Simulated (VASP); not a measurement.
Input of a VASP 6.6.1 run:

The input INCAR:

```
SYSTEM = K3Br
ALGO     = Normal         ! electronic algorithm
EDIFF    = 1E-6           ! SCF threshold, eV
ENCUT    = 520            ! plane-wave cutoff, eV
GGA      = PE             ! functional
ISIF     = 2              ! what is computed and relaxed
ISMEAR   = 0              ! smearing method
LASPH    = .TRUE.         ! aspherical terms in the spheres
LCHARG   = .TRUE.         ! write CHGCAR
LELF     = .TRUE.         ! ELF
LREAL    = .FALSE.        ! projectors in reciprocal space
LVHAR    = .TRUE.       
LWAVE    = .FALSE.        ! write WAVECAR
NBANDS   = 25             ! bands
NELM     = 100            ! most SCF steps
PREC     = Accurate       ! precision mode
SIGMA    = 0.1            ! smearing width, eV
```

KPOINTS

```
k-points
0
G
  8 8 8
  0 0 0
```

The input POSCAR:

```
K3Br
1.0
    5.9215583830      0.0000000000      0.0000000000
    0.0000000000      5.9215583830      0.0000000000
    0.0000000000      0.0000000000      5.9215583830
K Br
3 1
Direct
    0.0000000000      0.5000000000      0.5000000000
    0.5000000000      0.0000000000      0.5000000000
    0.5000000000      0.5000000000      0.0000000000
    0.0000000000      0.0000000000      0.0000000000
```

Potentials or basis: VASP PAW PBE potentials, release 64 (K_sv, Br).

Command:

```sh
$ cat potpaw_PBE.64/K_sv/POTCAR potpaw_PBE.64/Br/POTCAR > POTCAR
$ mpirun -np 1 vasp_std > vasp.out
```

(1) Predict the band gap on the k mesh.

(2) What does it give for the pressure?

Answers

(1) zero (bands 17 and 18 overlap by 0.78 eV).

(2) 0.0 GPa.
